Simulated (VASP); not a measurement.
Input of a VASP 6.6.1 run:

Contents of INCAR:

```
  PREC = Accurate
  ENCUT = 520
  EDIFF = 1E-7
  ISMEAR = 0
  SIGMA = 0.02
  LREAL = False
  LASPH = True
  NELM = 60
  ALGO = Normal
  ISIF = 2
  LWAVE = False
  LCHARG = True
  GGA = PE
  LELF = True
  LVHAR = True
  NBANDS = 10
```

The input KPOINTS:

```
Automatic mesh
0
Gamma
  9 9 6
```

The input POSCAR:

```
H
1.0
    3.7507705877      0.0000000000      0.0000000000
   -1.8753852938      3.2482626127      0.0000000000
    0.0000000000      0.0000000000      5.0806255822
H
4
Direct
    0.3333333300      0.6666666700      0.1566808005
    0.6666666700      0.3333333300      0.6566808005
    0.6666666700      0.3333333300      0.8433191995
    0.3333333300      0.6666666700      0.3433191995
```

Potentials or basis: VASP PAW PBE potentials, release 64 (H).

Run with:

```bash
$ cat potpaw_PBE.64/H/POTCAR > POTCAR
$ mpirun -np 1 vasp_std > vasp.out
```

Question: Predict the pressure.

Answer: -6.2 GPa.

Question: What does it give for the band gap on the k mesh?

Answer: 6.82 eV.

Question: Predict the largest force.

Answer: 3.799 eV/Å.

Stress tensor (GPa, compression positive):
```
 -0.02   0.00   0.00
  0.00  -0.02   0.00
  0.00   0.00 -18.66
```

Caveat: the cell differs from its parent crystal (strained and its atoms moved); the cell stands under tension; an odd mesh through Γ misses points on the zone boundary, where band edges can lie; forces of over 1 eV/Å act on the atoms, so gaps and moduli don't describe the material at rest.
